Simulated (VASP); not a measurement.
A run of VASP 6.6.1:

The input INCAR:

```
PREC = Accurate
ENCUT = 600
EDIFF = 1E-6
ISMEAR = -1
SIGMA = 0.1
LREAL = False
LASPH = True
NELM = 60
ALGO = Normal
ISIF = 3
LWAVE = False
LCHARG = False
GGA = CA
IBRION = 2
NSW = 80
EDIFFG = -0.005
```

KPOINTS

```
regular mesh
0
Gamma
  9 9 9
```

POSCAR

```
Sn
1.0
   -1.8946518200      1.8946518200      1.8946518200
    1.8946518200     -1.8946518200      1.8946518200
    1.8946518200      1.8946518200     -1.8946518200
Sn
1
Direct
    0.0000000000      0.0000000000      0.0000000000
```

Potentials or basis: VASP PAW LDA potentials, release 64 (Sn_d).

The run is started by

```bash
$ cat potpaw_LDA.64/Sn_d/POTCAR > POTCAR
$ mpirun -np 1 vasp_std > vasp.out
```

Hardware: 1 thread of Intel Xeon 6975P-C, on a shared host.

**Question.** Estimate the wall time of this run.

**Answer.** It took 22 s on 1 thread of Intel Xeon 6975P-C, on a shared host, peak memory 0.15 GiB. Counts: scf iterations 25, k points 35, ion steps 3.
